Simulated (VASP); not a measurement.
# GaSb (F-43m) in VASP: notebook

GaSb is run at these levels: PBE-based global hybrid with 10 % exact exchange, PBE-based screened hybrid with 10 % exact exchange, PBE-based global hybrid with 75 % exact exchange; tasks: single point.

All numbers are computed with VASP 6.6.1; they aren't measurements. Logs are shortened: lines on timing, memory, paths and dates and some standing lists are left out, and cuts for length are marked.

**1. The cell of the first run**

The structure is cubic, space group F-43m (No. 216). The conventional cell has a = 6.132 Å, b = 6.132 Å, c = 6.132 Å, α = 90.00°, β = 90.00°, γ = 90.00°. Ga (site symmetry -43m) has 4 Sb at 2.66 Å within 3.5 Å. Within 3.5 Å of Sb (site symmetry -43m) lie 4 Ga at 2.66 Å.

**2. Single point, PBE-based global hybrid with 10 % exact exchange**

The input, POSCAR:

```
GaSb
1.0
    0.0000000000      3.0658788003      3.0658788003
    3.0658788003      0.0000000000      3.0658788003
    3.0658788003      3.0658788003      0.0000000000
Ga Sb
1 1
Direct
    0.0000000000      0.0000000000      0.0000000000
    0.2500000000      0.2500000000      0.2500000000
```

The input, INCAR.step1:

```
PREC = Accurate
ENCUT = 400
EDIFF = 1E-5
ISMEAR = -1
SIGMA = 0.02
LREAL = False
LASPH = True
NELM = 120
ALGO = Normal
ISIF = 2
LWAVE = True
LCHARG = False
NBANDS = 21
GGA = PE
GGA_COMPAT = False
```

The input, INCAR.step2:

```
PREC = Accurate
ENCUT = 400
EDIFF = 1E-6
ISMEAR = -1
SIGMA = 0.02
LREAL = False
LASPH = True
NELM = 120
ALGO = Normal
ISIF = 2
LWAVE = False
LCHARG = False
GGA = PE
LHFCALC = True
AEXX = 0.1
PRECFOCK = Normal
NBANDS = 21
ISTART = 1
GGA_COMPAT = False
```

The input, KPOINTS:

```
Automatic mesh
0
Gamma
  4 4 4
```

Potentials or basis: VASP PAW PBE potentials, release 64 (Ga_d, Sb_d_GW).

Launch:

```sh
$ cat potpaw_PBE.64/Ga_d/POTCAR potpaw_PBE.64/Sb_d_GW/POTCAR > POTCAR
$ cp INCAR.step1 INCAR
$ mpirun -np 1 vasp_std > vasp.out
$ cp INCAR.step2 INCAR
$ mpirun -np 1 vasp_std > vasp.out
```

OUTCAR:

```text
PREC = Accurate
   ENCUT = 400
   EDIFF = 1E-6
   ISMEAR = -1
   LREAL = False
   LASPH = True
   NELM = 120
   ISIF = 2
   GGA = PE
   LHFCALC = True
   AEXX = 0.1
   PRECFOCK = Normal
   ISTART = 1

 ion  position               nearest neighbor table
   1  0.000  0.000  0.000-   2 2.66   2 2.66   2 2.66   2 2.66
   2  0.250  0.250  0.250-   1 2.66   1 2.66   1 2.66   1 2.66

  LATTYP: Found a face centered cubic cell.
 ALAT       =     6.1317576006

  Lattice vectors:

 A1 = (   0.0000000000,   3.0658788003,   3.0658788003)
 A2 = (   3.0658788003,   0.0000000000,   3.0658788003)
 A3 = (   3.0658788003,   3.0658788003,   0.0000000000)

Analysis of symmetry for initial positions (statically):
=====================================================================
 Subroutine PRICEL returns:
 Original cell was already a primitive cell.

 Routine SETGRP: Setting up the symmetry group for a
 face centered cubic supercell.

 Subroutine GETGRP returns: Found 24 space group operations
 (whereof 24 operations were pure point group operations)
 out of a pool of 48 trial point group operations.

The static configuration has the point symmetry T_d .

Analysis of symmetry for dynamics (positions and initial velocities):
=====================================================================
 Subroutine PRICEL returns:
 Original cell was already a primitive cell.

 Routine SETGRP: Setting up the symmetry group for a
 face centered cubic supercell.

 Subroutine GETGRP returns: Found 24 space group operations
 (whereof 24 operations were pure point group operations)
 out of a pool of 48 trial point group operations.

The dynamic configuration has the point symmetry T_d .

 Subroutine INISYM returns: Found 24 space group operations
 (whereof 24 operations are pure point group operations),
 and found     1 'primitive' translations

----------------------------------------------------------------------------------------

                                     Primitive cell

  volume of cell :      57.6361

  direct lattice vectors                    reciprocal lattice vectors
     0.000000000  3.065878800  3.065878800    -0.163085377  0.163085377  0.163085377
     3.065878800  0.000000000  3.065878800     0.163085377 -0.163085377  0.163085377
[... 68 lines left out ...]
   EDIFF  = 0.1E-05   stopping-criterion for ELM
   LREAL  =      F    real-space projection
   EDIFFG = 0.1E-04   stopping-criterion for IOM
   NSW    =      0    number of steps for IOM
   IBRION =     -1    ionic relax: 0-MD 1-quasi-New 2-CG
   NFREE  =      0    steps in history (QN), initial steepest desc. (CG)
   ISIF   =      2    stress and relaxation
   ISYM   =      3    0-nonsym 1-usesym 2-fastsym
   POTIM  = 0.5000    time-step for ionic-motion
   TEBEG  =    0.0;   TEEND  =   0.0 temperature during run
   PSTRESS=    0.0 pullay stress
   NELECT =      28.0000    total number of electrons
   NUPDOWN=      -1.0000    fix difference up-down
   EMIN   =  10.00;   EMAX   =-10.00  energy-range for DOS
   EFERMI =   0.00;   METHOD = LEGACY
   ISMEAR =    -1;   SIGMA  =   0.02  broadening in eV -4-tet -1-fermi 0-gaus
   EFERMI_NEDOS =   21; number of points for ismear=-14 and -15
   IALGO  =     38    algorithm
   IMIX   =      1    mixing-type and parameters
     AMIX     =   0.40;   BMIX     =  1.00
     AMIX_MAG =   1.60;   BMIX_MAG =  1.00
  volume/ion in A,a.u.               =      28.82       194.47
  Fermi-wavevector in a.u.,A,eV,Ry     =   1.286953  2.431988 22.534606  1.656247
  Thomas-Fermi vector in A             =   2.418996
   LORBIT       =      0    0 simple, 1 ext, 2 COOP (PROOUT), +10 PAW based schemes
   GGA     = PE    functional components
   LHFCALC =     T    Hartree Fock is set to
   PRECFOCK=normal    Normal, Fast or Accurate (Low or Medium for compatibility)
   ENCUT4O =  -1.0   cutoff for four orbital integrals eV
   NKREDX  =     1    reduce k-point grid by
   NKREDY  =     1    reduce k-point grid by
   NKREDZ  =     1    reduce k-point grid by
   AEXX    =    0.1000 exact exchange contribution
   HFSCREEN=    0.0000 screening length (either q_TF or 0.3 A-1)
   HFSCREENC=   0.0000 screening length for correlation (either q_TF or 0.3 A-1)
   ENCUTFOCK=  -1.0 apply spherical cutoff to Coloumb kernel
   IVDW    =     0    specifies the selected vdW correction
   LEPSILON=     F    determine dielectric tensor
   LRPA    =     F    only Hartree local field effects (RPA)
 non-spin polarized calculation
  energy-cutoff  :      400.00
  volume of cell :       57.64
 maximum number of plane-waves:      1056
  NGX = 24; NGY = 24; NGZ = 24

 number of electron      28.0000030 magnetization

 Free energy of the ion-electron system (eV)
  ---------------------------------------------------
  ext. energy  EPLUGINS =         0.00000000
  ---------------------------------------------------
  free energy    TOTEN  =        -8.08081349 eV

  energy without entropy =       -8.08081347  energy(sigma->0) =       -8.08081348

 E-fermi :   3.8391     XC(G=0):  -8.4564

 val. band max:        3.5443080923   @ k =   0.0000   0.0000   0.0000
 cond. band min:       4.1120100836   @ k =   0.0000   0.0000   0.0000
 fundamental gap:      0.5677019913
 Fermi energy:         3.8391203404

 k-point     1 :       0.0000    0.0000    0.0000
  band No.  band energies     occupation
      1     -26.0721      2.00000
      2     -26.0721      2.00000
      3     -26.0721      2.00000
      4     -26.0517      2.00000
      5     -26.0517      2.00000
      6     -12.5819      2.00000
[... 181 lines left out ...]
     20      14.4750      0.00000
     21      15.6314      0.00000

------------------------ aborting loop because EDIFF is reached ----------------------------------------

  FORCE on cell =-STRESS in cart. coord.  units (eV):
  Direction    XX          YY          ZZ          XY          YZ          ZX
  --------------------------------------------------------------------------------------
  -------------------------------------------------------------------------------------
  Total        0.3969496      0.3969496      0.3969496     -0.0000000      0.0000000     -0.0000000
  in kB       11.0344571     11.0344571     11.0344571     -0.0000000      0.0000000     -0.0000000
  external PRESSURE =      11.0344571 kB  Pullay stress =       0.0000000 kB

 VOLUME and BASIS-vectors are now :
 -----------------------------------------------------------------------------
  energy-cutoff  :      400.00
  volume of cell :       57.64
      direct lattice vectors                 reciprocal lattice vectors
     0.000000000  3.065878800  3.065878800    -0.163085377  0.163085377  0.163085377
     3.065878800  0.000000000  3.065878800     0.163085377 -0.163085377  0.163085377
     3.065878800  3.065878800  0.000000000     0.163085377  0.163085377 -0.163085377

 POSITION                                       TOTAL-FORCE (eV/Angst)
 -----------------------------------------------------------------------------------
      0.00000      0.00000      0.00000         0.000000     -0.000000      0.000000
      1.53294      1.53294      1.53294        -0.000000      0.000000     -0.000000
 -----------------------------------------------------------------------------------
    total drift:                               -0.000011      0.000014      0.000001

  FREE ENERGIE OF THE ION-ELECTRON SYSTEM (eV)
  ---------------------------------------------------
  free  energy   TOTEN  =        -8.0808134935 eV

  energy  without entropy=       -8.0808134710  energy(sigma->0) =       -8.08081348
```

OSZICAR.step1:

```text
N       E                     dE             d eps       ncg     rms          rms(c)
DAV:   1     0.169904427715E+03    0.16990E+03   -0.10354E+04   440   0.103E+04
DAV:   2     0.140466398868E+02   -0.15586E+03   -0.15123E+03   584   0.107E+03
DAV:   3    -0.647359024013E+01   -0.20520E+02   -0.20458E+02   533   0.167E+02
DAV:   4    -0.721418916458E+01   -0.74060E+00   -0.74016E+00   480   0.214E+01
DAV:   5    -0.724291288007E+01   -0.28724E-01   -0.28719E-01   479   0.377E+00    0.279E+00
DAV:   6    -0.719388787341E+01    0.49025E-01   -0.10080E-01   582   0.589E+00    0.169E+00
DAV:   7    -0.717773029265E+01    0.16158E-01   -0.39580E-02   506   0.413E+00    0.269E-01
DAV:   8    -0.717934537393E+01   -0.16151E-02   -0.57707E-03   475   0.146E+00    0.845E-02
DAV:   9    -0.718017975721E+01   -0.83438E-03   -0.91895E-04   380   0.472E-01    0.270E-02
DAV:  10    -0.718027136940E+01   -0.91612E-04   -0.11576E-04   440   0.946E-02    0.975E-03
DAV:  11    -0.718028450050E+01   -0.13131E-04   -0.27987E-05   297   0.735E-02    0.320E-03
DAV:  12    -0.718028521220E+01   -0.71169E-06   -0.23986E-06   248   0.219E-02
   1 F= -.71802852E+01 E0= -.71795998E+01  d E =-.137088E-02
```

Run time: 8.8 min. Hardware: 1 thread of Intel Xeon Platinum 8488C (Sapphire Rapids), shared host; peak memory 0.18 GiB.

Results:

```
Free energy            : -8.0808 eV
Pressure               : 1.1 GPa
Band gap on the k mesh : 0.57 eV
```

Caveat: the k points lie up to 0.44 Å⁻¹ apart; the PAW data sets were made with another functional, which shifts forces and pressure a little; spin-orbit coupling is left out, which moves the levels of the heavy elements. A k mesh can miss the band edges.

(Part 1 of 2 ends here.)
